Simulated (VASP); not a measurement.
**MnO (Manganosite): single point with PBE+D3(BJ)**

MnO (Manganosite):

```xyz
2
Lattice="0.0000 2.2230 2.2230 2.2230 0.0000 2.2230 2.2230 2.2230 0.0000" Properties=species:S:1:pos:R:3 pbc="T T T"
Mn    0.0000    0.0000    0.0000
O     2.2230    2.2230    2.2230
```

- Program: VASP 6.6.1
- Task: single point
- Functional: PBE
- Dispersion: D3(BJ)
- Potentials or basis: VASP PAW PBE potentials, release 64 (Mn_pv, O)
- Cutoff: 600 eV
- k mesh: 5 × 5 × 5
- Occupations: fermi-dirac, width 0.1 eV
- Spin: collinear spin, ferromagnetic start
- Starting moments: [4.0, 0.0] μB
- Dipole correction: no
- Further INCAR settings: ALGO = Normal; EDIFF = 1e-06; NBANDS = 20

| Quantity | Value |
| --- | --- |
| Pressure | 505.1 GPa |
| Net moment | 4.78 μB per cell |
| Site moments | Mn +4.34; O +0.20 μB |
| Valence electrons inside the program's atomic spheres | Mn 11.35; O 4.97 |
| Dispersion energy per atom | -0.254 eV |

Levels at points of the mesh, in eV from the Fermi level:
Spin up:
```
           k point  band 8  band 9  band 10  band 11  band 12  band 13  band 14  band 15  band 16  band 17
(0.00, 0.00, 0.00)   -3.28   -3.28    -3.28    -2.75    -2.75    -0.58    13.90    16.27    16.27    16.27
```
Spin down:
```tsv
k point	band 3	band 4	band 5	band 6	band 7	band 8	band 9	band 10	band 11	band 12
(0.00, 0.00, 0.00)	-45.77	-19.88	-3.42	-3.42	-3.42	0.68	0.68	0.68	0.74	1.31
```

Wall time 20 s on 1 thread of Intel(R) Xeon(R) Platinum 8488C (Sapphire Rapids) (shared host), peak memory 0.18 GiB.

Caveat: the k points lie up to 0.49 Å⁻¹ apart; three body term missing; a cell with one magnetic atom can't hold antiferromagnetic order, which such compounds often take; semilocal functionals often make such compounds metallic where correlation or magnetic order opens a gap, which also shifts bond lengths; pairwise dispersion overbinds metals, which lowers pressure and volume. With open d or f shells a metallic result of PBE can be an artefact of self-interaction; +U or a hybrid may open a gap.
